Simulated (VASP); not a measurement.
# AlCo (R3m) in VASP: further runs

The runs below take AlCo through single point, with PBE.

All numbers are computed with VASP 6.6.1; they aren't measurements. Logs are shortened: lines on timing, memory, paths and dates and some standing lists are left out, and cuts for length are marked.

## 1. The cell of the first run

It takes space group R3m (No. 160, trigonal). Conventional cell: a = 4.033 Å, b = 4.033 Å, c = 4.940 Å, α = 90.00°, β = 90.00°, γ = 120.00°. Within 3.1 Å of Al (site symmetry 3m) lie 8 Co at 2.37 to 2.57 Å and 6 Al at 2.85 Å. Within 3.1 Å of Co (site symmetry 3m) lie 8 Al at 2.37 to 2.57 Å and 6 Co at 2.85 Å.

## 2. Single point, PBE

Contents of INCAR:

```
SYSTEM = AlCo
PREC = Accurate ; ENCUT = 520
EDIFF = 1E-7 ; ISMEAR = 0
SIGMA = 0.15 ; LREAL = .FALSE.
LASPH = .TRUE. ; NELM = 100
ALGO = Fast ; ISIF = 2
LWAVE = .FALSE. ; LCHARG = .FALSE.
GGA = PE ; NBANDS = 13
```

Contents of KPOINTS:

```
regular mesh
0
G
  22 22 22
  0 0 0
```

Contents of POSCAR:

```
AlCo
1.0
    2.8519024094      0.0000000000      0.0000000000
    0.0000000000      2.8519024094      0.0000000000
    0.0000000000      0.0000000000      2.8519024094
Al Co
1 1
Direct
    0.0000000000      0.0000000000      0.0000000000
    0.5202443908      0.5202443908      0.5202443908
```

Potentials or basis: VASP PAW PBE potentials, release 64 (Al, Co).

Launch:

```
$ cat potpaw_PBE.64/Al/POTCAR potpaw_PBE.64/Co/POTCAR > POTCAR
$ mpirun -np 1 vasp_std > vasp.out
```

OUTCAR:

```text
SYSTEM = AlCo
   PREC = Accurate
   ENCUT = 520
   EDIFF = 1E-7
   ISMEAR = 0
   LREAL = .FALSE.
   LASPH = .TRUE.
   NELM = 100
   ISIF = 2
   GGA = PE

 ion  position               nearest neighbor table
   1  0.000  0.000  0.000-   2 2.37   2 2.44   2 2.44   2 2.44   2 2.50   2 2.50   2 2.50   2 2.57

   2  0.520  0.520  0.520-   1 2.37   1 2.44   1 2.44   1 2.44   1 2.50   1 2.50   1 2.50   1 2.57

  LATTYP: Found a simple cubic cell.
 ALAT       =     2.8519024094

  Lattice vectors:

 A1 = (   2.8519024094,   0.0000000000,   0.0000000000)
 A2 = (   0.0000000000,   2.8519024094,   0.0000000000)
 A3 = (   0.0000000000,   0.0000000000,   2.8519024094)

Analysis of symmetry for initial positions (statically):
=====================================================================
 Subroutine PRICEL returns:
 Original cell was already a primitive cell.

 Routine SETGRP: Setting up the symmetry group for a
 simple cubic supercell.

 Subroutine GETGRP returns: Found  6 space group operations
 (whereof  6 operations were pure point group operations)
 out of a pool of 48 trial point group operations.

The static configuration has the point symmetry C_3v.

Analysis of symmetry for dynamics (positions and initial velocities):
=====================================================================
 Subroutine PRICEL returns:
 Original cell was already a primitive cell.

 Routine SETGRP: Setting up the symmetry group for a
 simple cubic supercell.

 Subroutine GETGRP returns: Found  6 space group operations
 (whereof  6 operations were pure point group operations)
 out of a pool of 48 trial point group operations.

The dynamic configuration has the point symmetry C_3v.

 Subroutine INISYM returns: Found  6 space group operations
 (whereof  6 operations are pure point group operations),
 and found     1 'primitive' translations

----------------------------------------------------------------------------------------

                                     Primitive cell

  volume of cell :      23.1955

  direct lattice vectors                    reciprocal lattice vectors
     2.851902409  0.000000000  0.000000000     0.350643134  0.000000000  0.000000000
     0.000000000  2.851902409  0.000000000     0.000000000  0.350643134  0.000000000
     0.000000000  0.000000000  2.851902409     0.000000000  0.000000000  0.350643134

  length of vectors
     2.851902409  2.851902409  2.851902409     0.350643134  0.350643134  0.350643134

  position of ions in fractional coordinates (direct lattice)
     0.000000000  0.000000000  0.000000000
     0.520244391  0.520244391  0.520244391

  ion indices of the primitive-cell ions
   primitive index   ion index
                 1           1
                 2           2

----------------------------------------------------------------------------------------

 KPOINTS: regular mesh

Automatic generation of k-mesh.
 Grid dimensions read from file:
 generate k-points for:   22   22   22

 Generating k-lattice:

  Cartesian coordinates                     Fractional coordinates (reciprocal lattice)
     0.015938324  0.000000000  0.000000000     0.045454545  0.000000000  0.000000000
     0.000000000  0.015938324  0.000000000     0.000000000  0.045454545  0.000000000
     0.000000000  0.000000000  0.015938324     0.000000000  0.000000000  0.045454545

  Length of vectors
     0.015938324  0.015938324  0.015938324

  Shift w.r.t. Gamma in fractional coordinates (k-lattice)
     0.000000000  0.000000000  0.000000000

 Subroutine IBZKPT returns following result:
 ===========================================

 Found   1024 irreducible k-points:

 Following reciprocal coordinates:
            Coordinates               Weight
  0.000000  0.000000  0.000000      1.000000
  0.045455  0.000000  0.000000      6.000000
  0.090909  0.000000  0.000000      6.000000
  0.136364  0.000000  0.000000      6.000000
  0.181818  0.000000  0.000000      6.000000
  0.227273  0.000000  0.000000      6.000000
[... 16 lines left out ...]
  0.272727  0.045455  0.000000     12.000000
 -0.045455  0.272727  0.000000     12.000000
 [... further k-points ...]
   k-points           NKPTS =   1024   k-points in BZ     NKDIM =   1024   number of bands    NBANDS=     13
   number of dos      NEDOS =    301   number of ions     NIONS =      2
   total plane-waves  NPLWV =  13824
   dimension x,y,z NGX =    24 NGY =   24 NGZ =   24
   dimension x,y,z NGXF=    48 NGYF=   48 NGZF=   48
   ions per type =               1   1
   NGX,Y,Z   is equivalent  to a cutoff of  13.99, 13.99, 13.99 a.u.
   NGXF,Y,Z  is equivalent  to a cutoff of  27.98, 27.98, 27.98 a.u.
 SYSTEM =  AlCo
   PREC   = accura    normal or accurate (medium, high low for compatibility)
   ISTART =      0    job   : 0-new  1-cont  2-samecut
   ICHARG =      2    charge: 1-file 2-atom 10-const
   ISPIN  =      1    spin polarized calculation?
   LNONCOLLINEAR =      F non collinear calculations
   LSORBIT =      F    spin-orbit coupling
   LASPH  =      T    aspherical Exc in radial PAW
   ENCUT  =  520.0 eV  38.22 Ry    6.18 a.u.   5.30  5.30  5.30*2*pi/ulx,y,z
   NELM   =    100;   NELMIN=  2; NELMDL= -5     # of ELM steps
   EDIFF  = 0.1E-06   stopping-criterion for ELM
   LREAL  =      F    real-space projection
   EDIFFG = 0.1E-05   stopping-criterion for IOM
   NSW    =      0    number of steps for IOM
   IBRION =     -1    ionic relax: 0-MD 1-quasi-New 2-CG
   NFREE  =      0    steps in history (QN), initial steepest desc. (CG)
   ISIF   =      2    stress and relaxation
   ISYM   =      2    0-nonsym 1-usesym 2-fastsym
   POTIM  = 0.5000    time-step for ionic-motion
   TEBEG  =    0.0;   TEEND  =   0.0 temperature during run
   PSTRESS=    0.0 pullay stress
   NELECT =      12.0000    total number of electrons
   NUPDOWN=      -1.0000    fix difference up-down
   EMIN   =  10.00;   EMAX   =-10.00  energy-range for DOS
   EFERMI =   0.00;   METHOD = LEGACY
   ISMEAR =     0;   SIGMA  =   0.15  broadening in eV -4-tet -1-fermi 0-gaus
   EFERMI_NEDOS =   21; number of points for ismear=-14 and -15
   IALGO  =     68    algorithm
   IMIX   =      4    mixing-type and parameters
     AMIX     =   0.40;   BMIX     =  1.00
     AMIX_MAG =   1.60;   BMIX_MAG =  1.00
  volume/ion in A,a.u.               =      11.60        78.27
  Fermi-wavevector in a.u.,A,eV,Ry     =   1.314218  2.483511 23.499543  1.727168
  Thomas-Fermi vector in A             =   2.444486
   LORBIT       =      0    0 simple, 1 ext, 2 COOP (PROOUT), +10 PAW based schemes
   GGA     = PE    functional components
   LHFCALC =     F    Hartree Fock is set to
   AEXX    =    0.0000 exact exchange contribution
   IVDW    =     0    specifies the selected vdW correction
   LEPSILON=     F    determine dielectric tensor
   LRPA    =     F    only Hartree local field effects (RPA)
 non-spin polarized calculation
 RMM-DIIS sequential band-by-band and
 Gauss-broadening in eV      SIGMA  =   0.15
  energy-cutoff  :      520.00
  volume of cell :       23.20
 maximum number of plane-waves:       640
 NGX is ok and might be reduce to    24
   NGX = 11   NGY = 11   NGZ = 11

 number of electron      11.9999996 magnetization

 Free energy of the ion-electron system (eV)
  ---------------------------------------------------
  ext. energy  EPLUGINS =         0.00000000
  ---------------------------------------------------
  free energy    TOTEN  =       -11.95632638 eV

  energy without entropy =      -11.94690002  energy(sigma->0) =      -11.95161320

 E-fermi :  10.5318     XC(G=0): -12.2527

 val. band max:       10.5247104684   @ k =  -0.4091   0.4545   0.0909
 cond. band min:      10.5535881268   @ k =   0.5000   0.3636   0.2727
 fundamental gap:      0.0288776584
 Fermi energy:        10.5318120966

 k-point     1 :       0.0000    0.0000    0.0000
  band No.  band energies     occupation
      1      -0.5112      2.00000
      2       7.5860      2.00000
      3       7.5860      2.00000
      4       9.6861      2.00000
      5       9.7035      2.00000
      6       9.7035      2.00000
      7      16.4971      0.00000
      8      16.4971      0.00000
      9      16.5299      0.00000
     10      19.2914      0.00000
     11      19.2914      0.00000
     12      25.5796      0.00000
     13      32.0095      0.00000

 k-point     2 :       0.0455    0.0000    0.0000
  band No.  band energies     occupation
      1      -0.4721      2.00000
      2       7.5828      2.00000
      3       7.5969      2.00000
      4       9.6681      2.00000
      5       9.6820      2.00000
      6       9.7024      2.00000
      7      16.0651      0.00000
      8      16.5522      0.00000
      9      16.5855      0.00000
     10      19.2865      0.00000
     11      19.6938      0.00000
     12      25.7047      0.00000
     13      31.5257      0.00000

 k-point     3 :       0.0909    0.0000    0.0000
  band No.  band energies     occupation
      1      -0.3549      2.00000
      2       7.5685      2.00000
      3       7.6288      2.00000
      4       9.6086      2.00000
      5       9.6205      2.00000
      6       9.7075      2.00000
      7      15.1720      0.00000
      8      16.7148      0.00000
      9      16.7468      0.00000
     10      19.2721      0.00000
     11      20.4922      0.00000
     12      26.0902      0.00000
     13      30.5791      0.00000
[... 305 lines left out ...]
 k-point    23 :       0.2727    0.0455    0.0000
  band No.  band energies     occupation
      1       0.9062      2.00000
      2       6.9838      2.00000
      3       7.9086      2.00000
      4       9.1355      2.00000
      5       9.1668      2.00000
      6       9.7419      2.00000
      7      11.7791      0.00000
      8      17.6365      0.00000
      9      18.3286      0.00000
     10      19.5915      0.00000
     11      23.3567      0.00000
     12      25.7985      0.00000
     13      26.2816      0.00000

 k-point    24 :      -0.0455    0.2727    0.0000
  band No.  band energies     occupation
      1       0.9061      2.00000
      2       6.9838      2.00000
      3       7.9082      2.00000
      4       9.1368      2.00000
      5       9.1672      2.00000
      6       9.7412      2.00000
      7      11.7781      0.00000
      8      17.6395      0.00000
      9      18.3286      0.00000
     10      19.5832      0.00000
     11      23.3677      0.00000
     12      25.8058      0.00000
     13      26.2825      0.00000

 [... further k-points ...]
[... 5 lines left out ...]
  --------------------------------------------------------------------------------------
  -------------------------------------------------------------------------------------
  Total        0.0959318      0.0959318      0.0959318      0.0827249      0.0827249      0.0827249
  in kB        6.6262697      6.6262697      6.6262697      5.7140331      5.7140331      5.7140331
  external PRESSURE =       6.6262697 kB  Pullay stress =       0.0000000 kB

 VOLUME and BASIS-vectors are now :
 -----------------------------------------------------------------------------
  energy-cutoff  :      520.00
  volume of cell :       23.20
      direct lattice vectors                 reciprocal lattice vectors
     2.851902409  0.000000000  0.000000000     0.350643134  0.000000000  0.000000000
     0.000000000  2.851902409  0.000000000     0.000000000  0.350643134  0.000000000
     0.000000000  0.000000000  2.851902409     0.000000000  0.000000000  0.350643134

 POSITION                                       TOTAL-FORCE (eV/Angst)
 -----------------------------------------------------------------------------------
      0.00000      0.00000      0.00000         0.428771      0.428771      0.428771
      1.48369      1.48369      1.48369        -0.428771     -0.428771     -0.428771
 -----------------------------------------------------------------------------------
    total drift:                                0.000119      0.000119      0.000118

  FREE ENERGIE OF THE ION-ELECTRON SYSTEM (eV)
  ---------------------------------------------------
  free  energy   TOTEN  =       -11.9563263808 eV

  energy  without entropy=      -11.9469000171  energy(sigma->0) =      -11.95161320
```

It took 4.1 min on 1 thread of Intel Xeon Platinum 8488C (Sapphire Rapids), shared host; peak memory 0.43 GiB.

Results:

- Free energy: -11.9563 eV
- Pressure: 0.7 GPa
- Largest force: 0.743 eV/Å
- Band gap on the k mesh: zero (band 6 reaches 12.92 eV, above the bottom of band 7 at 10.30 eV)

Forces on the atoms (eV/Å):
```
Al   0.429  0.429  0.429
Co  -0.429 -0.429 -0.429
```

Stress tensor (GPa, compression positive):
```
0.66 0.57 0.57
0.57 0.66 0.57
0.57 0.57 0.66
```

Caveat: the cell differs from its parent crystal (all Co atoms moved -0.100 Å, as atom 2 towards its neighbour atom 1 (Al) at 2.470 Å).

## 3. Single point, PBE

Contents of INCAR:

```
ALGO = Fast ; EDIFF = 1E-7
ENCUT = 520 ; GGA = PE
ISIF = 2 ; ISMEAR = 0
LASPH = True ; LCHARG = False
LREAL = False ; LWAVE = False
NBANDS = 13 ; NELM = 60
PREC = Accurate ; SIGMA = 0.15
```

Contents of KPOINTS:

```
k-points
0
Gamma
  22 22 22
```

POSCAR: that of step 2 with these lines changed.

```diff
@@ -9,2 +9,2 @@
     0.0000000000      0.0000000000      0.0000000000
-    0.5202443908      0.5202443908      0.5202443908
+    0.4848167069      0.4848167069      0.4848167069
```

Potentials or basis: VASP PAW PBE potentials, release 64 (Al, Co).

Launch:

```
$ cat potpaw_PBE.64/Al/POTCAR potpaw_PBE.64/Co/POTCAR > POTCAR
$ mpirun -np 1 vasp_std > vasp.out
```

Run time: 2.9 min. Hardware: 1 thread of Intel Xeon Platinum 8488C (Sapphire Rapids), shared host; peak memory 0.42 GiB.

The run converged. Its results:

```
Free energy            : -11.9725 eV
Pressure               : 0.4 GPa
Largest force          : 0.552 eV/Å
Band gap on the k mesh : zero (band 6 reaches 12.93 eV, above the bottom of band 7 at 10.30 eV)
```

Forces in eV/Å, atoms in the order of the input:
```
Al  -0.319 -0.319 -0.319
Co   0.319  0.319  0.319
```

Stress tensor (GPa, compression positive):
```
0.39 0.32 0.32
0.32 0.39 0.32
0.32 0.32 0.39
```

Levels at points of the mesh, in eV from the Fermi level:
| k point | band 3 | band 4 | band 5 | band 6 | band 7 | band 8 | band 9 | band 10 |
| --- | --- | --- | --- | --- | --- | --- | --- | --- |
| (0.00, 0.00, 0.00) | -2.94 | -0.84 | -0.83 | -0.83 | 5.97 | 5.97 | 5.98 | 8.75 |
| (0.50, 0.00, 0.00) | -2.36 | -1.70 | -1.70 | -0.72 | 0.19 | 8.42 | 10.62 | 10.62 |
| (0.50, 0.50, 0.00) | -2.66 | -2.63 | -1.49 | -1.49 | -0.23 | 2.43 | 3.44 | 12.75 |
| (0.50, 0.50, 0.50) | -3.92 | -0.19 | -0.19 | 2.39 | 2.40 | 2.40 | 4.05 | 5.32 |

Caveat: the cell differs from its parent crystal (all Co atoms moved +0.075 Å, as atom 2 towards its neighbour atom 1 (Al) at 2.470 Å).
